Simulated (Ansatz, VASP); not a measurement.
**One calculation of InSb3, two programs**

Contents of INCAR:

```
SYSTEM = InSb3
PREC = Accurate
ENCUT = 520
EDIFF = 1E-7
ISMEAR = 0
SIGMA = 0.15
LREAL = .False.
LASPH = .True.
NELM = 60
ALGO = Normal
ISIF = 2
LWAVE = .False.
LCHARG = .True.
GGA = PE
LELF = .True.
LVHAR = .True.
NBANDS = 22
```

The input KPOINTS:

```
regular mesh
0
Gamma
  8 8 8
  0 0 0
```

The input POSCAR:

```
InSb3
1.0
    4.8138627010     -0.1684851945     -0.1684851945
   -0.1684851945      4.8138627010     -0.1684851945
   -0.1684851945     -0.1684851945      4.8138627010
In Sb
1 3
Direct
    0.0000000000      0.0000000000      0.0000000000
    0.5000000000      0.0000000000      0.5000000000
    0.0000000000      0.5000000000      0.5000000000
    0.5000000000      0.5000000000      0.0000000000
```

Input for Ansatz:

```yaml
crystal:
  lattice:
    - [4.813862701, -0.1684851945, -0.1684851945]
    - [-0.1684851945, 4.813862701, -0.1684851945]
    - [-0.1684851945, -0.1684851945, 4.813862701]
  atoms:
    - { symbol: In, position: [0.0, 0.0, 0.0] }
    - { symbol: Sb, position: [0.5, 0.0, 0.5] }
    - { symbol: Sb, position: [0.0, 0.5, 0.5] }
    - { symbol: Sb, position: [0.5, 0.5, 0.0] }
basis:
  ecutwfc: 420
kpoints:
  mp_grid: { grid: [8, 8, 8] }
hamiltonian:
  xc: pbe
  pseudopotentials: { kind: paw, azcp: { folder: soft_1 } }
scf:
  occupations: { method: gaussian, width: 0.15 }
output:
  forces: true
  stress: true
  eigenvalues: true
```

Change from the starting cell: equal engineering shear yz, xz and xy -0.0700, equal normal strain along x, y and z +0.0000.

Alike in both runs: task single point; functional PBE; k mesh 8 × 8 × 8; occupations gaussian, width 0.15 eV; no spin polarisation.

```csv
,VASP,Ansatz
version,VASP 6.6.1,Ansatz 0.2.0
potentials or method,"VASP PAW PBE potentials, release 64 (In_d, Sb), cutoff 520 eV","scalar-relativistic, plane waves, PAW"
valence electrons in the cell,28,58
```

```tsv
	VASP	Ansatz	Ansatz less VASP
gap on the k mesh at the Fermi level (eV)	none	none	-
pressure (GPa)	0.5	0.6	+0.09
traceless stress, the component that is largest in VASP (GPa)	0.71	0.71	0.000
```

A gap of «none» marks a metal or a gap that the smearing closes. VASP's potentials hold 28 valence electrons a cell and Ansatz's 58, so a difference there can come from the potentials and not from the codes.

Neither program's run includes spin-orbit coupling.
